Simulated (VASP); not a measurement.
# BaHf (P-6m2) in VASP: further runs

Runs on BaHf. Level: PBE. Tasks: single point, relaxation of cell and atoms.

All numbers are computed with VASP 6.6.1; they aren't measurements. Logs are shortened: lines on timing, memory, paths and dates and some standing lists are left out, and cuts for length are marked.

## 1. The cell of the first run

Symmetry: P-6m2, No. 187, hexagonal system. The conventional cell has a = 3.411 Å, b = 3.411 Å, c = 6.168 Å, α = 90.00°, β = 90.00°, γ = 120.00°. Within 4.5 Å of Ba (site symmetry -6m2) lie 6 Ba at 3.41 Å and 6 Hf at 3.66 Å. Hf (site symmetry -6m2) has 6 Hf at 3.41 Å and 6 Ba at 3.66 Å within 4.5 Å.

## 2. Single point, PBE

File INCAR:

```
PREC = Accurate ; ENCUT = 520
EDIFF = 1E-6 ; ISMEAR = 0
SIGMA = 0.1 ; LREAL = False
LASPH = True ; NELM = 80
ALGO = Normal ; ISIF = 2
LWAVE = False ; LCHARG = True
GGA = PE ; LELF = True
LVHAR = True ; NBANDS = 17
```

File KPOINTS:

```
Automatic mesh
0
Gamma
  6 6 4
```

File POSCAR:

```
BaHf
1.0
    3.4106636777      0.0000000000      0.0000000000
   -1.7053318389      2.9537213887      0.0000000000
    0.0000000000      0.0000000000      6.1675400936
Ba Hf
1 1
Direct
    0.0000000000      0.0000000000      0.0000000000
    0.6666666667      0.3333333333      0.5000000000
```

Potentials or basis: VASP PAW PBE potentials, release 64 (Ba_sv, Hf_pv).

The run is started by

```
$ cat potpaw_PBE.64/Ba_sv/POTCAR potpaw_PBE.64/Hf_pv/POTCAR > POTCAR
$ mpirun -np 1 vasp_std > vasp.out
```

OUTCAR:

```text
PREC = Accurate
   ENCUT = 520
   EDIFF = 1E-6
   ISMEAR = 0
   LREAL = False
   LASPH = True
   NELM = 80
   ISIF = 2
   GGA = PE

 ion  position               nearest neighbor table
   1  0.000  0.000  0.000-   2 3.66   2 3.66   2 3.66   2 3.66   2 3.66   2 3.66
   2  0.667  0.333  0.500-   1 3.66   1 3.66   1 3.66   1 3.66   1 3.66   1 3.66

  LATTYP: Found a hexagonal cell.
 ALAT       =     3.4106636777
 C/A-ratio  =     1.8083108381

  Lattice vectors:

 A1 = (   3.4106636777,   0.0000000000,   0.0000000000)
 A2 = (  -1.7053318389,   2.9537213887,   0.0000000000)
 A3 = (   0.0000000000,   0.0000000000,   6.1675400936)

Analysis of symmetry for initial positions (statically):
=====================================================================
 Subroutine PRICEL returns:
 Original cell was already a primitive cell.

 Routine SETGRP: Setting up the symmetry group for a
 hexagonal supercell.

 Subroutine GETGRP returns: Found 12 space group operations
 (whereof 12 operations were pure point group operations)
 out of a pool of 24 trial point group operations.

The static configuration has the point symmetry D_3h.

Analysis of symmetry for dynamics (positions and initial velocities):
=====================================================================
 Subroutine PRICEL returns:
 Original cell was already a primitive cell.

 Routine SETGRP: Setting up the symmetry group for a
 hexagonal supercell.

 Subroutine GETGRP returns: Found 12 space group operations
 (whereof 12 operations were pure point group operations)
 out of a pool of 24 trial point group operations.

The dynamic configuration has the point symmetry D_3h.

 Subroutine INISYM returns: Found 12 space group operations
 (whereof 12 operations are pure point group operations),
 and found     1 'primitive' translations

----------------------------------------------------------------------------------------

                                     Primitive cell

  volume of cell :      62.1327

  direct lattice vectors                    reciprocal lattice vectors
     3.410663678  0.000000000  0.000000000     0.293198068  0.169277983  0.000000000
    -1.705331839  2.953721389  0.000000000     0.000000000  0.338555967  0.000000000
     0.000000000  0.000000000  6.167540094     0.000000000  0.000000000  0.162139197

  length of vectors
     3.410663678  3.410663678  6.167540094     0.338555967  0.338555967  0.162139197

  position of ions in fractional coordinates (direct lattice)
     0.000000000  0.000000000  0.000000000
     0.666666667  0.333333333  0.500000000

  ion indices of the primitive-cell ions
   primitive index   ion index
                 1           1
                 2           2

----------------------------------------------------------------------------------------

 KPOINTS: Automatic mesh

Automatic generation of k-mesh.
 Grid dimensions read from file:
 generate k-points for:    6    6    4

 Generating k-lattice:

  Cartesian coordinates                     Fractional coordinates (reciprocal lattice)
     0.048866345  0.028212997  0.000000000     0.166666667  0.000000000  0.000000000
     0.000000000  0.056425994  0.000000000     0.000000000  0.166666667  0.000000000
     0.000000000  0.000000000  0.040534799     0.000000000  0.000000000  0.250000000

  Length of vectors
     0.056425994  0.056425994  0.040534799

  Shift w.r.t. Gamma in fractional coordinates (k-lattice)
     0.000000000  0.000000000  0.000000000

 Subroutine IBZKPT returns following result:
 ===========================================

 Found     21 irreducible k-points:

 Following reciprocal coordinates:
            Coordinates               Weight
  0.000000  0.000000  0.000000      1.000000
  0.166667  0.000000  0.000000      6.000000
  0.333333  0.000000  0.000000      6.000000
  0.500000  0.000000  0.000000      3.000000
  0.166667  0.166667  0.000000      6.000000
  0.333333  0.166667  0.000000     12.000000
[... 13 lines left out ...]
  0.333333  0.166667  0.500000     12.000000
  0.333333  0.333333  0.500000      2.000000
   k-points           NKPTS =     21   k-points in BZ     NKDIM =     21   number of bands    NBANDS=     17
   number of dos      NEDOS =    301   number of ions     NIONS =      2
   total plane-waves  NPLWV =  37632
   dimension x,y,z NGX =    28 NGY =   28 NGZ =   48
   dimension x,y,z NGXF=    56 NGYF=   56 NGZF=   96
   ions per type =               1   1
   NGX,Y,Z   is equivalent  to a cutoff of  13.65, 13.65, 12.94 a.u.
   NGXF,Y,Z  is equivalent  to a cutoff of  27.30, 27.30, 25.88 a.u.
 SYSTEM =  unknown system
   PREC   = accura    normal or accurate (medium, high low for compatibility)
   ISTART =      0    job   : 0-new  1-cont  2-samecut
   ICHARG =      2    charge: 1-file 2-atom 10-const
   ISPIN  =      1    spin polarized calculation?
   LNONCOLLINEAR =      F non collinear calculations
   LSORBIT =      F    spin-orbit coupling
   LASPH  =      T    aspherical Exc in radial PAW
   ENCUT  =  520.0 eV  38.22 Ry    6.18 a.u.   6.34  6.34 11.47*2*pi/ulx,y,z
   NELM   =     80;   NELMIN=  2; NELMDL= -5     # of ELM steps
   EDIFF  = 0.1E-05   stopping-criterion for ELM
   LREAL  =      F    real-space projection
   EDIFFG = 0.1E-04   stopping-criterion for IOM
   NSW    =      0    number of steps for IOM
   IBRION =     -1    ionic relax: 0-MD 1-quasi-New 2-CG
   NFREE  =      0    steps in history (QN), initial steepest desc. (CG)
   ISIF   =      2    stress and relaxation
   ISYM   =      2    0-nonsym 1-usesym 2-fastsym
   POTIM  = 0.5000    time-step for ionic-motion
   TEBEG  =    0.0;   TEEND  =   0.0 temperature during run
   PSTRESS=    0.0 pullay stress
   NELECT =      20.0000    total number of electrons
   NUPDOWN=      -1.0000    fix difference up-down
   EMIN   =  10.00;   EMAX   =-10.00  energy-range for DOS
   EFERMI =   0.00;   METHOD = LEGACY
   ISMEAR =     0;   SIGMA  =   0.10  broadening in eV -4-tet -1-fermi 0-gaus
   EFERMI_NEDOS =   21; number of points for ismear=-14 and -15
   IALGO  =     38    algorithm
   IMIX   =      4    mixing-type and parameters
     AMIX     =   0.40;   BMIX     =  1.00
     AMIX_MAG =   1.60;   BMIX_MAG =  1.00
  volume/ion in A,a.u.               =      31.07       209.65
  Fermi-wavevector in a.u.,A,eV,Ry     =   1.121962  2.120200 17.126987  1.258798
  Thomas-Fermi vector in A             =   2.258619
   LORBIT       =      0    0 simple, 1 ext, 2 COOP (PROOUT), +10 PAW based schemes
   GGA     = PE    functional components
   LHFCALC =     F    Hartree Fock is set to
   AEXX    =    0.0000 exact exchange contribution
   IVDW    =     0    specifies the selected vdW correction
   LEPSILON=     F    determine dielectric tensor
   LRPA    =     F    only Hartree local field effects (RPA)
 non-spin polarized calculation
 Gauss-broadening in eV      SIGMA  =   0.10
  energy-cutoff  :      520.00
  volume of cell :       62.13
 maximum number of plane-waves:      1690
 NGX is ok and might be reduce to    28
   NGX = 13   NGY = 13   NGZ = 23

 number of electron      20.0000001 magnetization

 Free energy of the ion-electron system (eV)
  ---------------------------------------------------
  ext. energy  EPLUGINS =         0.00000000
  ---------------------------------------------------
  free energy    TOTEN  =       -10.06317061 eV

  energy without entropy =      -10.04558554  energy(sigma->0) =      -10.05437807

 E-fermi :   3.9241     XC(G=0):  -9.9578

 val. band max:        3.8261813669   @ k =   0.3333   0.3333   0.2500
 cond. band min:       3.9527862892   @ k =   0.3333   0.0000   0.2500
 fundamental gap:      0.1266049223
 Fermi energy:         3.9240778685

 k-point     1 :       0.0000    0.0000    0.0000
  band No.  band energies     occupation
      1     -27.3741      2.00000
      2     -27.0831      2.00000
      3     -27.0831      2.00000
      4     -24.5225      2.00000
      5      -9.7167      2.00000
      6      -8.1305      2.00000
[... 9 lines left out ...]
     16       6.8686      0.00000
     17       6.8686      0.00000

 k-point     2 :       0.1667    0.0000    0.0000
  band No.  band energies     occupation
      1     -27.3645      2.00000
      2     -27.1536      2.00000
      3     -27.1000      2.00000
      4     -24.3862      2.00000
      5      -9.5689      2.00000
      6      -9.0479      2.00000
[... 9 lines left out ...]
     16       6.5104      0.00000
     17       7.8701      0.00000

 k-point     3 :       0.3333    0.0000    0.0000
  band No.  band energies     occupation
      1     -27.3451      2.00000
      2     -27.2918      2.00000
      3     -27.1336      2.00000
      4     -24.0945      2.00000
      5     -10.5524      2.00000
      6      -9.2475      2.00000
[... 9 lines left out ...]
     16       8.9509      0.00000
     17      10.5402      0.00000

 k-point     4 :       0.5000    0.0000    0.0000
  band No.  band energies     occupation
      1     -27.3595      2.00000
      2     -27.3354      2.00000
      3     -27.1502      2.00000
      4     -23.9374      2.00000
      5     -11.2104      2.00000
      6      -9.0712      2.00000
[... 9 lines left out ...]
     16       9.9145      0.00000
     17      10.3632      0.00000

 k-point     5 :       0.1667    0.1667    0.0000
  band No.  band energies     occupation
      1     -27.3500      2.00000
      2     -27.2445      2.00000
      3     -27.1386      2.00000
      4     -24.1704      2.00000
      5     -10.0513      2.00000
      6      -9.3318      2.00000
[... 9 lines left out ...]
     16       7.1013      0.00000
     17       9.6375      0.00000

 k-point     6 :       0.3333    0.1667    0.0000
  band No.  band energies     occupation
      1     -27.3354      2.00000
      2     -27.3247      2.00000
      3     -27.1863      2.00000
      4     -23.9390      2.00000
      5     -10.8774      2.00000
      6      -9.3756      2.00000
[... 9 lines left out ...]
     16       8.9705      0.00000
     17       9.1789      0.00000

 k-point     7 :       0.3333    0.3333    0.0000
  band No.  band energies     occupation
      1     -27.3306      2.00000
      2     -27.2780      2.00000
      3     -27.2763      2.00000
      4     -23.8595      2.00000
      5     -10.4376      2.00000
      6     -10.3922      2.00000
[... 9 lines left out ...]
     16       8.3093      0.00000
     17       8.3510      0.00000

 k-point     8 :       0.0000    0.0000    0.2500
  band No.  band energies     occupation
      1     -27.3764      2.00000
      2     -27.0831      2.00000
      3     -27.0831      2.00000
      4     -24.5176      2.00000
      5      -9.7684      2.00000
      6      -8.1307      2.00000
[... 9 lines left out ...]
     16       7.4476      0.00000
     17       7.4476      0.00000
[... 143 lines left out ...]
      1     -27.3679      2.00000
      2     -27.1534      2.00000
      3     -27.0999      2.00000
      4     -24.3792      2.00000
      5      -9.6457      2.00000
      6      -9.0411      2.00000
[... 9 lines left out ...]
     16       7.7046      0.00000
     17       8.3332      0.00000

 k-point    17 :       0.3333    0.0000    0.5000
  band No.  band energies     occupation
      1     -27.3466      2.00000
      2     -27.2913      2.00000
      3     -27.1335      2.00000
      4     -24.0926      2.00000
      5     -10.5404      2.00000
      6      -9.2713      2.00000
[... 9 lines left out ...]
     16       8.3148      0.00000
     17       9.2456      0.00000

 k-point    18 :       0.5000    0.0000    0.5000
  band No.  band energies     occupation
      1     -27.3589      2.00000
      2     -27.3361      2.00000
      3     -27.1502      2.00000
      4     -23.9380      2.00000
      5     -11.1972      2.00000
      6      -9.0666      2.00000
[... 9 lines left out ...]
     16       8.5299      0.00000
     17       8.7677      0.00000

 k-point    19 :       0.1667    0.1667    0.5000
  band No.  band energies     occupation
      1     -27.3519      2.00000
      2     -27.2441      2.00000
      3     -27.1385      2.00000
      4     -24.1672      2.00000
      5     -10.0406      2.00000
      6      -9.3698      2.00000
[... 9 lines left out ...]
     16       8.1157      0.00000
     17       8.2387      0.00000

 k-point    20 :       0.3333    0.1667    0.5000
  band No.  band energies     occupation
      1     -27.3361      2.00000
      2     -27.3242      2.00000
      3     -27.1862      2.00000
      4     -23.9395      2.00000
      5     -10.8658      2.00000
      6      -9.3752      2.00000
[... 9 lines left out ...]
     16       8.8426      0.00000
     17       9.2918      0.00000

 k-point    21 :       0.3333    0.3333    0.5000
  band No.  band energies     occupation
      1     -27.3308      2.00000
      2     -27.2774      2.00000
      3     -27.2763      2.00000
      4     -23.8611      2.00000
      5     -10.4187      2.00000
      6     -10.3972      2.00000
[... 9 lines left out ...]
     16       8.0927      0.00000
     17      10.4780      0.00000

------------------------ aborting loop because EDIFF is reached ----------------------------------------

  FORCE on cell =-STRESS in cart. coord.  units (eV):
  Direction    XX          YY          ZZ          XY          YZ          ZX
  --------------------------------------------------------------------------------------
  -------------------------------------------------------------------------------------
  Total        0.3168615      0.3168615      0.3422692     -0.0000000      0.0000000      0.0000000
  in kB        8.1707060      8.1707060      8.8258794     -0.0000000      0.0000000      0.0000000
  external PRESSURE =       8.3890972 kB  Pullay stress =       0.0000000 kB

 VOLUME and BASIS-vectors are now :
 -----------------------------------------------------------------------------
  energy-cutoff  :      520.00
  volume of cell :       62.13
      direct lattice vectors                 reciprocal lattice vectors
     3.410663678  0.000000000  0.000000000     0.293198068  0.169277983  0.000000000
    -1.705331839  2.953721389  0.000000000     0.000000000  0.338555967  0.000000000
     0.000000000  0.000000000  6.167540094     0.000000000  0.000000000  0.162139197

 POSITION                                       TOTAL-FORCE (eV/Angst)
 -----------------------------------------------------------------------------------
      0.00000      0.00000      0.00000         0.000000     -0.000000      0.000000
      1.70533      0.98457      3.08377        -0.000000      0.000000      0.000000
 -----------------------------------------------------------------------------------
    total drift:                               -0.000000      0.000000      0.000000

  FREE ENERGIE OF THE ION-ELECTRON SYSTEM (eV)
  ---------------------------------------------------
  free  energy   TOTEN  =       -10.0631706071 eV

  energy  without entropy=      -10.0455855359  energy(sigma->0) =      -10.05437807
```

Wall time 35 s (1 thread of Oxide Virtual Turin-like, shared host); peak memory 0.16 GiB.

What came out:

```
Free energy            : -10.0632 eV
Pressure               : 0.8 GPa
Band gap on the k mesh : zero (bands 10 and 11 overlap by 1.29 eV)
```

Caveat: spin-orbit coupling is left out, which moves the levels of the heavy elements.

(Part 1 of 2 ends here.)

The gap in the log of VASP goes by the Fermi energy; the results here count the filled bands.